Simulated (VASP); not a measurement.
# As (Pm-3m) in VASP: notebook, part 2 of 3

VASP 6.6.1.

### 4 Single point, LDA (volume scaled by 0.95)

The input, INCAR:

```
PREC = Accurate
ENCUT = 520
EDIFF = 1E-6
ISMEAR = -1
SIGMA = 0.08
LREAL = F
LASPH = T
NELM = 60
ALGO = Normal
ISIF = 2
LWAVE = F
LCHARG = F
NBANDS = 8
```

The input, KPOINTS:

```
regular mesh
0
Gamma
  15 15 15
```

The input, POSCAR:

```
As
1.0
    2.6271612856      0.0000000000      0.0000000000
    0.0000000000      2.6271612856      0.0000000000
    0.0000000000      0.0000000000      2.6271612856
As
1
Direct
    0.0000000000      0.0000000000      0.0000000000
```

Potentials or basis: VASP PAW LDA potentials, release 64 (As).

Run with:

```console
$ cat potpaw_LDA.64/As/POTCAR > POTCAR
$ mpirun -np 1 vasp_std > vasp.out
```

OUTCAR:

```text
PREC = Accurate
   ENCUT = 520
   EDIFF = 1E-6
   ISMEAR = -1
   LREAL = F
   LASPH = T
   NELM = 60
   ISIF = 2

 ion  position               nearest neighbor table
   1  0.000  0.000  0.000-

  LATTYP: Found a simple cubic cell.
 ALAT       =     2.6271612856

  Lattice vectors:

 A1 = (   2.6271612856,   0.0000000000,   0.0000000000)
 A2 = (   0.0000000000,   2.6271612856,   0.0000000000)
 A3 = (   0.0000000000,   0.0000000000,   2.6271612856)

Analysis of symmetry for initial positions (statically):
=====================================================================
 Subroutine PRICEL returns:
 Original cell was already a primitive cell.

 Routine SETGRP: Setting up the symmetry group for a
 simple cubic supercell.

 Subroutine GETGRP returns: Found 48 space group operations
 (whereof 48 operations were pure point group operations)
 out of a pool of 48 trial point group operations.

The static configuration has the point symmetry O_h .

Analysis of symmetry for dynamics (positions and initial velocities):
=====================================================================
 Subroutine PRICEL returns:
 Original cell was already a primitive cell.

 Routine SETGRP: Setting up the symmetry group for a
 simple cubic supercell.

 Subroutine GETGRP returns: Found 48 space group operations
 (whereof 48 operations were pure point group operations)
 out of a pool of 48 trial point group operations.

The dynamic configuration has the point symmetry O_h .

 Subroutine INISYM returns: Found 48 space group operations
 (whereof 48 operations are pure point group operations),
 and found     1 'primitive' translations

----------------------------------------------------------------------------------------

                                     Primitive cell

  volume of cell :      18.1326

  direct lattice vectors                    reciprocal lattice vectors
     2.627161286  0.000000000  0.000000000     0.380638983  0.000000000  0.000000000
     0.000000000  2.627161286  0.000000000     0.000000000  0.380638983  0.000000000
     0.000000000  0.000000000  2.627161286     0.000000000  0.000000000  0.380638983

  length of vectors
     2.627161286  2.627161286  2.627161286     0.380638983  0.380638983  0.380638983

  position of ions in fractional coordinates (direct lattice)
     0.000000000  0.000000000  0.000000000

  ion indices of the primitive-cell ions
   primitive index   ion index
                 1           1

----------------------------------------------------------------------------------------

 KPOINTS: regular mesh

Automatic generation of k-mesh.
 Grid dimensions read from file:
 generate k-points for:   15   15   15

 Generating k-lattice:

  Cartesian coordinates                     Fractional coordinates (reciprocal lattice)
     0.025375932  0.000000000  0.000000000     0.066666667  0.000000000  0.000000000
     0.000000000  0.025375932  0.000000000     0.000000000  0.066666667  0.000000000
     0.000000000  0.000000000  0.025375932     0.000000000  0.000000000  0.066666667

  Length of vectors
     0.025375932  0.025375932  0.025375932

  Shift w.r.t. Gamma in fractional coordinates (k-lattice)
     0.000000000  0.000000000  0.000000000

 Subroutine IBZKPT returns following result:
 ===========================================

 Found    120 irreducible k-points:

 Following reciprocal coordinates:
            Coordinates               Weight
  0.000000  0.000000  0.000000      1.000000
  0.066667  0.000000  0.000000      6.000000
  0.133333  0.000000  0.000000      6.000000
  0.200000  0.000000  0.000000      6.000000
  0.266667  0.000000  0.000000      6.000000
  0.333333  0.000000  0.000000      6.000000
[... 16 lines left out ...]
  0.266667  0.200000  0.000000     24.000000
  0.333333  0.200000  0.000000     24.000000
 [... further k-points ...]
   k-points           NKPTS =    120   k-points in BZ     NKDIM =    120   number of bands    NBANDS=      8
   number of dos      NEDOS =    301   number of ions     NIONS =      1
   total plane-waves  NPLWV =   8000
   dimension x,y,z NGX =    20 NGY =   20 NGZ =   20
   dimension x,y,z NGXF=    40 NGYF=   40 NGZF=   40
   ions per type =               1
   NGX,Y,Z   is equivalent  to a cutoff of  12.66, 12.66, 12.66 a.u.
   NGXF,Y,Z  is equivalent  to a cutoff of  25.31, 25.31, 25.31 a.u.
 SYSTEM =  unknown system
   PREC   = accura    normal or accurate (medium, high low for compatibility)
   ISTART =      0    job   : 0-new  1-cont  2-samecut
   ICHARG =      2    charge: 1-file 2-atom 10-const
   ISPIN  =      1    spin polarized calculation?
   LNONCOLLINEAR =      F non collinear calculations
   LSORBIT =      F    spin-orbit coupling
   LASPH  =      T    aspherical Exc in radial PAW
   ENCUT  =  520.0 eV  38.22 Ry    6.18 a.u.   4.88  4.88  4.88*2*pi/ulx,y,z
   NELM   =     60;   NELMIN=  2; NELMDL= -5     # of ELM steps
   EDIFF  = 0.1E-05   stopping-criterion for ELM
   LREAL  =      F    real-space projection
   EDIFFG = 0.1E-04   stopping-criterion for IOM
   NSW    =      0    number of steps for IOM
   IBRION =     -1    ionic relax: 0-MD 1-quasi-New 2-CG
   NFREE  =      0    steps in history (QN), initial steepest desc. (CG)
   ISIF   =      2    stress and relaxation
   ISYM   =      2    0-nonsym 1-usesym 2-fastsym
   POTIM  = 0.5000    time-step for ionic-motion
   TEBEG  =    0.0;   TEEND  =   0.0 temperature during run
   PSTRESS=    0.0 pullay stress
   NELECT =       5.0000    total number of electrons
   NUPDOWN=      -1.0000    fix difference up-down
   EMIN   =  10.00;   EMAX   =-10.00  energy-range for DOS
   EFERMI =   0.00;   METHOD = LEGACY
   ISMEAR =    -1;   SIGMA  =   0.08  broadening in eV -4-tet -1-fermi 0-gaus
   EFERMI_NEDOS =   21; number of points for ismear=-14 and -15
   IALGO  =     38    algorithm
   IMIX   =      4    mixing-type and parameters
     AMIX     =   0.40;   BMIX     =  1.00
     AMIX_MAG =   1.60;   BMIX_MAG =  1.00
  volume/ion in A,a.u.               =      18.13       122.36
  Fermi-wavevector in a.u.,A,eV,Ry     =   1.065560  2.013617 15.448315  1.135419
  Thomas-Fermi vector in A             =   2.201116
   LORBIT       =      0    0 simple, 1 ext, 2 COOP (PROOUT), +10 PAW based schemes
   GGA     = CA    functional components
   LHFCALC =     F    Hartree Fock is set to
   AEXX    =    0.0000 exact exchange contribution
   IVDW    =     0    specifies the selected vdW correction
   LEPSILON=     F    determine dielectric tensor
   LRPA    =     F    only Hartree local field effects (RPA)
 non-spin polarized calculation
  energy-cutoff  :      520.00
  volume of cell :       18.13
 maximum number of plane-waves:       500
 NGX is ok and might be reduce to    20
   NGX =  9   NGY =  9   NGZ =  9

 number of electron       4.9999999 magnetization

 Free energy of the ion-electron system (eV)
  ---------------------------------------------------
  ext. energy  EPLUGINS =         0.00000000
  ---------------------------------------------------
  free energy    TOTEN  =        -5.30589408 eV

  energy without entropy =       -5.29705930  energy(sigma->0) =       -5.30147669

 E-fermi :   7.0520     XC(G=0): -10.9589

 val. band max:        7.0372602232   @ k =   0.4000   0.2667   0.2000
 cond. band min:       7.0540371345   @ k =   0.2000   0.2000   0.0667
 fundamental gap:      0.0167769113
 Fermi energy:         7.0519557559

 k-point     1 :       0.0000    0.0000    0.0000
  band No.  band energies     occupation
      1      -8.8104      2.00000
      2      11.4289      0.00000
      3      11.4289      0.00000
      4      11.4289      0.00000
      5      15.6592      0.00000
      6      15.6592      0.00000
      7      18.1891      0.00000
      8      33.0192      0.00000

 k-point     2 :       0.0667    0.0000    0.0000
  band No.  band energies     occupation
      1      -8.7216      2.00000
      2      10.2218      0.00000
      3      11.5089      0.00000
      4      11.5089      0.00000
      5      15.7372      0.00000
      6      16.5670      0.00000
      7      18.7121      0.00000
      8      31.6098      0.00000
[... 221 lines left out ...]
 k-point    23 :       0.2667    0.2000    0.0000
  band No.  band energies     occupation
      1      -6.6390      2.00000
      2       4.5227      2.00000
      3       7.2230      0.21097
      4      13.2952      0.00000
      5      18.0152      0.00000
      6      19.4591      0.00000
      7      24.7237      0.00000
      8      26.3042      0.00000

 k-point    24 :       0.3333    0.2000    0.0000
  band No.  band energies     occupation
      1      -5.9200      2.00000
      2       2.7016      2.00000
      3       7.8267      0.00012
      4      13.8358      0.00000
      5      17.0440      0.00000
      6      19.5359      0.00000
      7      24.7795      0.00000
      8      25.0352      0.00000

 [... further k-points ...]
[... 5 lines left out ...]
  --------------------------------------------------------------------------------------
  -------------------------------------------------------------------------------------
  Total        0.6628069      0.6628069      0.6628069     -0.0000000      0.0000000      0.0000000
  in kB       58.5649013     58.5649013     58.5649013     -0.0000000      0.0000000      0.0000000
  external PRESSURE =      58.5649013 kB  Pullay stress =       0.0000000 kB

 VOLUME and BASIS-vectors are now :
 -----------------------------------------------------------------------------
  energy-cutoff  :      520.00
  volume of cell :       18.13
      direct lattice vectors                 reciprocal lattice vectors
     2.627161286  0.000000000  0.000000000     0.380638983  0.000000000  0.000000000
     0.000000000  2.627161286  0.000000000     0.000000000  0.380638983  0.000000000
     0.000000000  0.000000000  2.627161286     0.000000000  0.000000000  0.380638983

 POSITION                                       TOTAL-FORCE (eV/Angst)
 -----------------------------------------------------------------------------------
      0.00000      0.00000      0.00000         0.000000      0.000000      0.000000
 -----------------------------------------------------------------------------------
    total drift:                               -0.000000     -0.000000      0.000000

  FREE ENERGIE OF THE ION-ELECTRON SYSTEM (eV)
  ---------------------------------------------------
  free  energy   TOTEN  =        -5.3058940823 eV

  energy  without entropy=       -5.2970592971  energy(sigma->0) =       -5.30147669
```

OSZICAR:

```text
N       E                     dE             d eps       ncg     rms          rms(c)
DAV:   1     0.170532320016E+01    0.17053E+01   -0.21187E+03  1936   0.477E+02
DAV:   2    -0.523980666113E+01   -0.69451E+01   -0.66456E+01  2600   0.509E+01
DAV:   3    -0.531777658088E+01   -0.77970E-01   -0.77737E-01  2256   0.576E+00
DAV:   4    -0.531785046777E+01   -0.73887E-04   -0.73887E-04  2952   0.199E-01
DAV:   5    -0.531785051264E+01   -0.44872E-07   -0.45345E-07  2304   0.308E-03    0.268E+00
DAV:   6    -0.531022289219E+01    0.76276E-02   -0.95878E-04  2328   0.205E-01    0.159E+00
DAV:   7    -0.530588655785E+01    0.43363E-02   -0.20530E-03  2072   0.306E-01    0.613E-02
DAV:   8    -0.530589347342E+01   -0.69156E-05   -0.18438E-05  2496   0.308E-02    0.105E-02
DAV:   9    -0.530589408226E+01   -0.60884E-06   -0.44099E-07  2600   0.467E-03
   1 F= -.53058941E+01 E0= -.53014767E+01  d E =-.883479E-02
```

It took 9 s on 1 thread of Intel Xeon Platinum 8488C (Sapphire Rapids), shared host; peak memory 0.13 GiB.

Results:

| Item | Value |
| --- | --- |
| Free energy | -5.3059 eV |
| Pressure | 5.9 GPa |

(Continued in part 3 of 3.)
